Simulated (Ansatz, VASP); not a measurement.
# One calculation of BN, two programs

INCAR

```
SYSTEM = BN
ALGO     = Normal         ! electronic algorithm
EDIFF    = 1E-6           ! SCF threshold, eV
ENCUT    = 520            ! plane-wave cutoff, eV
GGA      = CA             ! functional
ISIF     = 2              ! what is computed and relaxed
ISMEAR   = -1             ! smearing method
LASPH    = .True.         ! aspherical terms in the spheres
LCHARG   = .True.         ! write CHGCAR
LELF     = .True.         ! ELF
LREAL    = .False.        ! projectors in reciprocal space
LVHAR    = .True.       
LWAVE    = .False.        ! write WAVECAR
NBANDS   = 11             ! bands
NELM     = 60             ! most SCF steps
PREC     = Accurate       ! precision mode
SIGMA    = 0.05           ! smearing width, eV
```

File KPOINTS:

```
k-points
0
Gamma
  13 13 9
  0 0 0
```

POSCAR

```
BN
1.0
    2.4741443238      0.0000000000      0.0000000000
   -1.2298612564      2.1468189082      0.0000000000
   -0.6221415337     -1.0734094541      2.9816898573
N B
1 1
Direct
    0.6685060000      0.3323850000      0.9849990000
    0.9796430000      0.9834990000      0.0018060000
```

input.yaml

```yaml
crystal:
  lattice:
    - [2.4741443238, 0.0, 0.0]
    - [-1.2298612564, 2.1468189082, 0.0]
    - [-0.6221415337, -1.0734094541, 2.9816898573]
  atoms:
    - { symbol: "N", position: [0.668506, 0.332385, 0.984999] }
    - { symbol: B, position: [0.979643, 0.983499, 0.001806] }
hamiltonian:
  xc: lda
  pseudopotentials: { kind: paw }
kpoints:
  mp_grid: { grid: [13, 13, 9] }
scf:
  occupations: { method: fermi_dirac, width: 0.05 }
output:
  forces: true
  stress: true
  eigenvalues: true
  write_density: true
  write_potential: true
  elf: true
  volumetric_format: npy
```

Alike in both runs: task single point; functional LDA; k mesh 13 × 13 × 9; occupations fermi-dirac, width 0.05 eV; no spin polarisation.

|  | VASP | Ansatz |
| --- | --- | --- |
| version | VASP 6.6.1 | Ansatz 0.2.0 |
| potentials or method | VASP PAW LDA potentials, release 64 (N, B) | Ansatz PAW |
| plane-wave cutoff (eV) | 520 | 420 |
| valence electrons in the cell | 8 | 8 |

```tsv
	VASP	Ansatz	Ansatz less VASP
gap on the k mesh at the Fermi level (eV)	2.60	2.62	+0.020
least direct gap on the mesh (eV)	4.49	4.50	+0.011
pressure (GPa)	8.0	7.5	-0.47
traceless stress, the component that is largest in VASP (GPa)	9.48	9.15	-0.332
rms of the force components (eV/Å)	1.705	1.711	+0.0057
```

LDA's correlation is that of Perdew and Zunger in VASP and of Perdew and Wang (1992) in Ansatz. Atom by atom the forces differ by 0.006 eV/Å (rms over components).

Noted on Ansatz's run: odd divisions of the mesh miss points on the zone boundary, where band edges often lie, so the gap on the mesh can be too wide.
